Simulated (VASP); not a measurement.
Write the native input for VASP 6.6.1 that does the following.

* Task: single point
* Functional: LDA
* Potentials or basis: VASP PAW LDA potentials, release 64 (Ba_sv, Zr_sv, O)
* Cutoff: 520 eV
* k mesh: 6 × 6 × 6
* Occupations: gaussian, width 0.05 eV
* Spin: no spin polarisation
* Dipole correction: no
* Further INCAR settings: ALGO = Normal; EDIFF = 1e-07; NBANDS = 28

The structure of BaZrO3 lies in POSCAR:

```
BaZrO3
1.0
    3.9193442992      0.0000000000      0.0000000000
    0.0000000000      4.3755642706      0.0000000000
    0.0000000000      0.0000000000      4.1474542849
Ba Zr O
1 1 3
Direct
    0.5000000000      0.5000000000      0.5000000000
    0.0000000000      0.0000000000      0.0000000000
    0.5000000000      0.0000000000      0.0000000000
    0.0000000000      0.5000000000      0.0000000000
    0.0000000000      0.0000000000      0.5000000000
```

This cell differs from its parent crystal: normal strain along x -0.0550, normal strain along y +0.0550.

The input as run:

INCAR

```
SYSTEM = BaZrO3
ALGO = Normal ; EDIFF = 1E-7
ENCUT = 520 ; GGA = CA
ISIF = 2 ; ISMEAR = 0
LASPH = .True. ; LCHARG = .False.
LREAL = .False. ; LWAVE = .False.
NBANDS = 28 ; NELM = 100
PREC = Accurate ; SIGMA = 0.05
```

KPOINTS

```
k-points
0
Gamma
  6 6 6
  0 0 0
```

Potentials or basis: VASP PAW LDA potentials, release 64 (Ba_sv, Zr_sv, O).

The run is started by

```bash
$ cat potpaw_LDA.64/Ba_sv/POTCAR potpaw_LDA.64/Zr_sv/POTCAR potpaw_LDA.64/O/POTCAR > POTCAR
$ mpirun -np 1 vasp_std > vasp.out
```

Results of the run:

| Item | Value |
| --- | --- |
| Pressure | 4.7 GPa |
| Band gap on the k mesh | 2.79 eV, indirect (least direct gap 2.85 eV) |

Caveat: the cell differs from its parent crystal (normal strain along x -0.0550, normal strain along y +0.0550); spin-orbit coupling is left out, which moves the levels of the heavy elements.

It took 94 s on 1 thread of Intel(R) Xeon(R) Platinum 8259CL CPU @ 2.50GHz (Skylake/Cascade Lake) (shared host), peak memory 0.24 GiB.
